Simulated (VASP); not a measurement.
Pt:

```
CELL_PARAMETERS angstrom
-1.58422 1.58422 1.58422
1.58422 -1.58422 1.58422
1.58422 1.58422 -1.58422
ATOMIC_POSITIONS crystal
Pt 0.00000 0.00000 0.00000
```

Base run:

```yaml
Program: VASP 6.6.1
Functional: r2SCAN
Potentials_or_basis: VASP PAW PBE potentials, release 64 (Pt)
Cutoff: 520 eV
k_mesh: 13 × 13 × 13
Occupations: fermi-dirac, width 0.08 eV
Spin: collinear spin, ferromagnetic start
Starting_moments: "[0.2] μB"
Fixed_moment: 0.2 μB
```

Its results: pressure -5.5 GPa; site moments Pt +0.20 μB.

**Question.** The run is repeated on the same cell with these changes: fixed moment from 0.2 μB to 0.5 μB; moments at the start from [0.2] to [0.5]. What comes out?

**Answer.** Pressure -3.9 GPa; site moments Pt +0.49 μB.

Caveats: the PAW data sets were made with another functional, which shifts forces and pressure a little; the total moment is fixed, so each spin has its own Fermi level.
